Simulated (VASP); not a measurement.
As, 4 atoms in the cell. Symmetry: P6_3/mmc, No. 194, hexagonal system. Conventional cell: a = 3.832 Å, b = 3.832 Å, c = 6.323 Å, α = 90.00°, β = 90.00°, γ = 120.00°. Within 3.1 Å of As (site symmetry 3m) lie 4 As at 2.35 to 2.37 Å. 

| Quantity | Value |
| --- | --- |
| Program | VASP 6.6.1 |
| Task | single point |
| Functional | PBEsol |
| Potentials or basis | VASP PAW PBE potentials, release 64 (As_d) |
| Cutoff | 600 eV |
| k mesh | 6 × 6 × 4 |
| Occupations | gaussian, width 0.1 eV |
| Spin | no spin polarisation |
| Dipole correction | no |
| Second run | valence_matched |
| Further INCAR settings | ALGO = Normal; EDIFF = 1e-06; NBANDS = 38 |

Potentials or basis: VASP PAW PBE potentials, release 64 (As_d).

Command:

```bash
$ cat potpaw_PBE.64/As_d/POTCAR > POTCAR
$ mpirun -np 1 vasp_std > vasp.out
```

Hardware: 1 thread of AMD EPYC 9R45 96-Core Processor (Zen 5), on a shared host.

Estimate the wall time of this run.

It took 44 s on 1 thread of AMD EPYC 9R45 96-Core Processor (Zen 5) (shared host), peak memory 0.21 GiB. Counts: scf iterations 11, k points 21.
